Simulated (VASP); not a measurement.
Set up this calculation in VASP 6.6.1, as the native input.

```yaml
Task: single point
Functional: LDA
Potentials_or_basis: VASP PAW LDA potentials, release 64 (Sb)
Cutoff: 500 eV
k_mesh: 15 × 15 × 15
Occupations: fermi-dirac, width 0.1 eV
Spin: no spin polarisation
Dipole_correction: no
Further_INCAR_settings: ALGO = Normal; EDIFF = 1e-06; NBANDS = 8
```

The structure of Sb lies in POSCAR:

```
Sb
1.0
    0.0000000000      2.3439587857      2.3439587857
    2.3439587857      0.0000000000      2.3439587857
    2.3439587857      2.3439587857      0.0000000000
Sb
1
Direct
    0.0000000000      0.0000000000      0.0000000000
```

These files were run (other wordings do the same):

INCAR

```
PREC = Accurate
ENCUT = 500
EDIFF = 1E-6
ISMEAR = -1
SIGMA = 0.1
LREAL = F
LASPH = T
NELM = 120
ALGO = Normal
ISIF = 2
LWAVE = F
LCHARG = F
NBANDS = 8
GGA_COMPAT = F
```

KPOINTS

```
Automatic mesh
0
Gamma
  15 15 15
```

Potentials or basis: VASP PAW LDA potentials, release 64 (Sb).

The run is started by

```bash
$ cat potpaw_LDA.64/Sb/POTCAR > POTCAR
$ mpirun -np 1 vasp_std > vasp.out
```

It gave:

```yaml
Pressure: 0.1 GPa
```

Run time: 6.5 s on 1 thread of Intel Xeon 6975P-C (shared host), peak memory 0.14 GiB.
